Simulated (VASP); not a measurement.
# LiCl (F-43m) in VASP: notebook, part 2 of 2

VASP 6.6.1. Earlier steps stand in the parts before.

## 4. Single point, PBE0

POSCAR

```
LiCl
1.0
    0.0000000000      2.7330425290      2.7330425290
    2.7330425290      0.0000000000      2.7330425290
    2.7330425290      2.7330425290      0.0000000000
Li Cl
1 1
Direct
    0.0000000000      0.0000000000      0.0000000000
    0.2500000000      0.2500000000      0.2500000000
```

INCAR.step1

```
ALGO     = Normal         # electronic algorithm
EDIFF    = 1E-5           # SCF threshold, eV
ENCUT    = 520            # plane-wave cutoff, eV
GGA      = PE             # functional
ISIF     = 2              # what is computed and relaxed
ISMEAR   = 0              # smearing method
LASPH    = T              # aspherical terms in the spheres
LCHARG   = F              # write CHGCAR
LREAL    = F              # projectors in reciprocal space
LWAVE    = T              # write WAVECAR
NBANDS   = 12             # bands
NELM     = 100            # most SCF steps
PREC     = Accurate       # precision mode
SIGMA    = 0.01           # smearing width, eV
```

INCAR.step2

```
AEXX     = 0.25           # exact-exchange fraction
ALGO     = Normal         # electronic algorithm
EDIFF    = 1E-7           # SCF threshold, eV
ENCUT    = 520            # plane-wave cutoff, eV
GGA      = PE             # functional
ISIF     = 2              # what is computed and relaxed
ISMEAR   = 0              # smearing method
ISTART   = 1            
LASPH    = T              # aspherical terms in the spheres
LCHARG   = F              # write CHGCAR
LHFCALC  = T              # exact exchange
LREAL    = F              # projectors in reciprocal space
LWAVE    = F              # write WAVECAR
NBANDS   = 12             # bands
NELM     = 100            # most SCF steps
PREC     = Accurate       # precision mode
PRECFOCK = Normal       
SIGMA    = 0.01           # smearing width, eV
```

KPOINTS

```
k-points
0
Gamma
  6 6 6
```

Potentials or basis: VASP PAW PBE potentials, release 64 (Li_sv, Cl).

Started as:

```console
$ cat potpaw_PBE.64/Li_sv/POTCAR potpaw_PBE.64/Cl/POTCAR > POTCAR
$ cp INCAR.step1 INCAR
$ mpirun -np 1 vasp_std > vasp.out
$ cp INCAR.step2 INCAR
$ mpirun -np 1 vasp_std > vasp.out
```

OUTCAR:

```text
AEXX = 0.25
   EDIFF = 1E-7
   ENCUT = 520
   GGA = PE
   ISIF = 2
   ISMEAR = 0
   ISTART = 1
   LASPH = T
   LHFCALC = T
   LREAL = F
   NELM = 100
   PREC = Accurate
   PRECFOCK = Normal

 ion  position               nearest neighbor table
   1  0.000  0.000  0.000-   2 2.37   2 2.37   2 2.37   2 2.37
   2  0.250  0.250  0.250-   1 2.37   1 2.37   1 2.37   1 2.37

  LATTYP: Found a face centered cubic cell.
 ALAT       =     5.4660850580

  Lattice vectors:

 A1 = (   0.0000000000,   2.7330425290,   2.7330425290)
 A2 = (   2.7330425290,   0.0000000000,   2.7330425290)
 A3 = (   2.7330425290,   2.7330425290,   0.0000000000)

Analysis of symmetry for initial positions (statically):
=====================================================================
 Subroutine PRICEL returns:
 Original cell was already a primitive cell.

 Routine SETGRP: Setting up the symmetry group for a
 face centered cubic supercell.

 Subroutine GETGRP returns: Found 24 space group operations
 (whereof 24 operations were pure point group operations)
 out of a pool of 48 trial point group operations.

The static configuration has the point symmetry T_d .

Analysis of symmetry for dynamics (positions and initial velocities):
=====================================================================
 Subroutine PRICEL returns:
 Original cell was already a primitive cell.

 Routine SETGRP: Setting up the symmetry group for a
 face centered cubic supercell.

 Subroutine GETGRP returns: Found 24 space group operations
 (whereof 24 operations were pure point group operations)
 out of a pool of 48 trial point group operations.

The dynamic configuration has the point symmetry T_d .

 Subroutine INISYM returns: Found 24 space group operations
 (whereof 24 operations are pure point group operations),
 and found     1 'primitive' translations

----------------------------------------------------------------------------------------

                                     Primitive cell

  volume of cell :      40.8290

  direct lattice vectors                    reciprocal lattice vectors
     0.000000000  2.733042529  2.733042529    -0.182946293  0.182946293  0.182946293
     2.733042529  0.000000000  2.733042529     0.182946293 -0.182946293  0.182946293
     2.733042529  2.733042529  0.000000000     0.182946293  0.182946293 -0.182946293

  length of vectors
     3.865105811  3.865105811  3.865105811     0.316872275  0.316872275  0.316872275

  position of ions in fractional coordinates (direct lattice)
     0.000000000  0.000000000  0.000000000
     0.250000000  0.250000000  0.250000000

  ion indices of the primitive-cell ions
   primitive index   ion index
                 1           1
                 2           2

----------------------------------------------------------------------------------------

 KPOINTS: k-points

Automatic generation of k-mesh.
 Grid dimensions read from file:
 generate k-points for:    6    6    6

 Generating k-lattice:

  Cartesian coordinates                     Fractional coordinates (reciprocal lattice)
    -0.030491049  0.030491049  0.030491049     0.166666667  0.000000000  0.000000000
[... 39 lines left out ...]
   NGXF,Y,Z  is equivalent  to a cutoff of  25.81, 25.81, 25.81 a.u.
 SYSTEM =  unknown system
   PREC   = accura    normal or accurate (medium, high low for compatibility)
   ISTART =      1    job   : 0-new  1-cont  2-samecut
   ICHARG =      0    charge: 1-file 2-atom 10-const
   ISPIN  =      1    spin polarized calculation?
   LNONCOLLINEAR =      F non collinear calculations
   LSORBIT =      F    spin-orbit coupling
   LASPH  =      T    aspherical Exc in radial PAW
   ENCUT  =  520.0 eV  38.22 Ry    6.18 a.u.   7.19  7.19  7.19*2*pi/ulx,y,z
   NELM   =    100;   NELMIN=  2; NELMDL=  0     # of ELM steps
   EDIFF  = 0.1E-06   stopping-criterion for ELM
   LREAL  =      F    real-space projection
   EDIFFG = 0.1E-05   stopping-criterion for IOM
   NSW    =      0    number of steps for IOM
   IBRION =     -1    ionic relax: 0-MD 1-quasi-New 2-CG
   NFREE  =      0    steps in history (QN), initial steepest desc. (CG)
   ISIF   =      2    stress and relaxation
   ISYM   =      3    0-nonsym 1-usesym 2-fastsym
   POTIM  = 0.5000    time-step for ionic-motion
   TEBEG  =    0.0;   TEEND  =   0.0 temperature during run
   PSTRESS=    0.0 pullay stress
   NELECT =      10.0000    total number of electrons
   NUPDOWN=      -1.0000    fix difference up-down
   EMIN   =  10.00;   EMAX   =-10.00  energy-range for DOS
   EFERMI =   0.00;   METHOD = LEGACY
   ISMEAR =     0;   SIGMA  =   0.01  broadening in eV -4-tet -1-fermi 0-gaus
   EFERMI_NEDOS =   21; number of points for ismear=-14 and -15
   IALGO  =     38    algorithm
   IMIX   =      1    mixing-type and parameters
     AMIX     =   0.40;   BMIX     =  1.00
     AMIX_MAG =   1.60;   BMIX_MAG =  1.00
  volume/ion in A,a.u.               =      20.41       137.76
  Fermi-wavevector in a.u.,A,eV,Ry     =   1.024279  1.935607 14.274529  1.049148
  Thomas-Fermi vector in A             =   2.158058
   LORBIT       =      0    0 simple, 1 ext, 2 COOP (PROOUT), +10 PAW based schemes
   GGA     = PE    functional components
   LHFCALC =     T    Hartree Fock is set to
   PRECFOCK=normal    Normal, Fast or Accurate (Low or Medium for compatibility)
   ENCUT4O =  -1.0   cutoff for four orbital integrals eV
   NKREDX  =     1    reduce k-point grid by
   NKREDY  =     1    reduce k-point grid by
   NKREDZ  =     1    reduce k-point grid by
   AEXX    =    0.2500 exact exchange contribution
   HFSCREEN=    0.0000 screening length (either q_TF or 0.3 A-1)
   HFSCREENC=   0.0000 screening length for correlation (either q_TF or 0.3 A-1)
   ENCUTFOCK=  -1.0 apply spherical cutoff to Coloumb kernel
   IVDW    =     0    specifies the selected vdW correction
   LEPSILON=     F    determine dielectric tensor
   LRPA    =     F    only Hartree local field effects (RPA)
 non-spin polarized calculation
 Gauss-broadening in eV      SIGMA  =   0.01
  energy-cutoff  :      520.00
  volume of cell :       40.83
 maximum number of plane-waves:      1113
 NGX is ok and might be reduce to    30
  NGX = 24; NGY = 24; NGZ = 24

 number of electron      10.0000001 magnetization

 Free energy of the ion-electron system (eV)
  ---------------------------------------------------
  ext. energy  EPLUGINS =         0.00000000
  ---------------------------------------------------
  free energy    TOTEN  =        -9.01203454 eV

  energy without entropy =       -9.01203454  energy(sigma->0) =       -9.01203454

 E-fermi :  -2.3289     XC(G=0):  -6.0915

 val. band max:       -2.5393451610   @ k =   0.0000   0.0000   0.0000
 cond. band min:       5.5786465633   @ k =   0.0000   0.0000   0.0000
 fundamental gap:      8.1179917244
 Fermi energy:        -2.3289098245

 k-point     1 :       0.0000    0.0000    0.0000
  band No.  band energies     occupation
      1     -48.1099      2.00000
      2     -16.5095      2.00000
      3      -2.5393      2.00000
      4      -2.5393      2.00000
      5      -2.5393      2.00000
      6       5.5786      0.00000
      7       9.9613      0.00000
      8       9.9613      0.00000
      9       9.9613      0.00000
     10      14.4830      0.00000
     11      14.4830      0.00000
     12      17.4927      0.00000
[... 211 lines left out ...]
 k-point    16 :      -0.3333    0.5000    0.1667
  band No.  band energies     occupation
      1     -48.1076      2.00000
      2     -16.0752      2.00000
      3      -4.1730      2.00000
      4      -3.6646      2.00000
      5      -3.5580      2.00000
      6       7.1625      0.00000
      7      10.0326      0.00000
      8      11.4775      0.00000
      9      12.3485      0.00000
     10      14.0900      0.00000
     11      16.5132      0.00000
     12      17.1023      0.00000

------------------------ aborting loop because EDIFF is reached ----------------------------------------

  FORCE on cell =-STRESS in cart. coord.  units (eV):
  Direction    XX          YY          ZZ          XY          YZ          ZX
  --------------------------------------------------------------------------------------
  -------------------------------------------------------------------------------------
  Total        0.0233902      0.0233902      0.0233902     -0.0000000      0.0000000      0.0000000
  in kB        0.9178573      0.9178573      0.9178573     -0.0000000      0.0000000      0.0000000
  external PRESSURE =       0.9178573 kB  Pullay stress =       0.0000000 kB

 VOLUME and BASIS-vectors are now :
 -----------------------------------------------------------------------------
  energy-cutoff  :      520.00
  volume of cell :       40.83
      direct lattice vectors                 reciprocal lattice vectors
     0.000000000  2.733042529  2.733042529    -0.182946293  0.182946293  0.182946293
     2.733042529  0.000000000  2.733042529     0.182946293 -0.182946293  0.182946293
     2.733042529  2.733042529  0.000000000     0.182946293  0.182946293 -0.182946293

 POSITION                                       TOTAL-FORCE (eV/Angst)
 -----------------------------------------------------------------------------------
      0.00000      0.00000      0.00000        -0.000000     -0.000000     -0.000000
      1.36652      1.36652      1.36652         0.000000      0.000000      0.000000
 -----------------------------------------------------------------------------------
    total drift:                                0.000003     -0.000000      0.000001

  FREE ENERGIE OF THE ION-ELECTRON SYSTEM (eV)
  ---------------------------------------------------
  free  energy   TOTEN  =        -9.0120345376 eV

  energy  without entropy=       -9.0120345376  energy(sigma->0) =       -9.01203454
```

Run time: 13 min. Hardware: 1 thread of Intel Xeon Platinum 8259CL at 2.50GHz (Skylake/Cascade Lake), shared host; peak memory 0.18 GiB.

What came out:

* Free energy: -9.0120 eV
* Band gap on the k mesh: 8.12 eV, direct

Caveat: the cutoff is under 1.25 times the usual one of these potentials, so pressure, stress and relaxed cells hold a basis-set (Pulay) error; the PAW data sets were made with another functional, which shifts forces and pressure a little.

## 5. The runs side by side

| level | grid for exact exchange (PRECFOCK) | screening parameter | gap on the mesh (eV) |
| --- | --- | --- | --- |
| r2SCAN | - | - | 6.77 |
| HSE06 | Normal | 0.2079 1/Å | 7.39 |
| PBE0 | Normal | - | 8.12 |

Alike in all rows: task single point; potentials or basis VASP PAW PBE potentials, release 64 (Li_sv, Cl); no spin polarisation; cell as given; k mesh 6 × 6 × 6; cutoff (eV) 520; smearing gaussian 0.01 eV.

On the cell as given the gap runs from 6.77 eV (r2SCAN) to 8.12 eV (PBE0).

Caveats: the cutoff is under 1.25 times the usual one of these potentials, so pressure, stress and relaxed cells hold a basis-set (Pulay) error; the PAW data sets were made with another functional, which shifts forces and pressure a little.

Absolute energies hang on the potentials; compare differences alone.
